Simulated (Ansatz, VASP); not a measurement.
Two plane-wave programs on SnO

Contents of INCAR:

```
SYSTEM = SnO
ALGO = Normal
EDIFF = 1E-6
ENCUT = 520
GGA = PE
ISIF = 2
ISMEAR = 0
LASPH = .True.
LCHARG = .False.
LREAL = .False.
LWAVE = .False.
NBANDS = 28
NELM = 80
PREC = Accurate
SIGMA = 0.01
```

KPOINTS

```
k-points
0
Gamma
  10 10 8
  0 0 0
```

File POSCAR:

```
SnO
1.0
    4.1003585939      0.0000000000      0.0000000000
    0.0000000000      3.6673000036      0.0000000000
    0.0000000000      0.0000000000      5.0972313778
Sn O
2 2
Direct
    0.0000000000      0.5000000000      0.2259300997
    0.5000000000      0.0000000000      0.7740699003
    0.5000000000      0.5000000000      0.0201824008
    0.0000000000      0.0000000000     -0.0201824008
```

Input for Ansatz:

```yaml
crystal:
  lattice:
    - [4.1003585939, 0.0, 0.0]
    - [0.0, 3.6673000036, 0.0]
    - [0.0, 0.0, 5.0972313778]
  atoms:
    - { symbol: Sn, position: [0.0, 0.5, 0.2259300997] }
    - { symbol: Sn, position: [0.5, 0.0, 0.7740699003] }
    - { symbol: O, position: [0.5, 0.5, 0.0201824008] }
    - { symbol: O, position: [0.0, 0.0, -0.0201824008] }
basis:
  ecutwfc: 420
kpoints:
  mp_grid: { grid: [10, 10, 8] }
  band_path: { path: [VBM, CBM], npoints: 2 }
hamiltonian:
  xc: pbe
scf:
  occupations: { method: gaussian, width: 0.01 }
output:
  forces: true
  stress: true
  eigenvalues: true
checkpoint:
  read: start.run
  write: ck
  compress: false
  write_wavefunctions: false
  write_every: 100000
```

Alike in both runs: task single point; functional PBE; k mesh 10 × 10 × 8; occupations gaussian, width 0.01 eV; no spin polarisation.

|  | VASP | Ansatz |
| --- | --- | --- |
| version | VASP 6.6.1 | Ansatz 0.2.0 |
| potentials or method | VASP PAW PBE potentials, release 64 (Sn_d, O), cutoff 520 eV | scalar-relativistic, plane waves, PAW |
| valence electrons in the cell | 40 | 40 |

```tsv
	VASP	Ansatz	Ansatz less VASP
gap on the k mesh at the Fermi level (eV)	0.59	0.59	+0.003
least direct gap on the mesh (eV)	2.06	2.09	+0.031
pressure (GPa)	-0.2	-0.4	-0.18
traceless stress, the component that is largest in VASP (GPa)	-0.85	-0.79	+0.062
rms of the force components (eV/Å)	0.032	0.000	-0.0322
```

Atom by atom the forces differ by 0.032 eV/Å (rms over components).
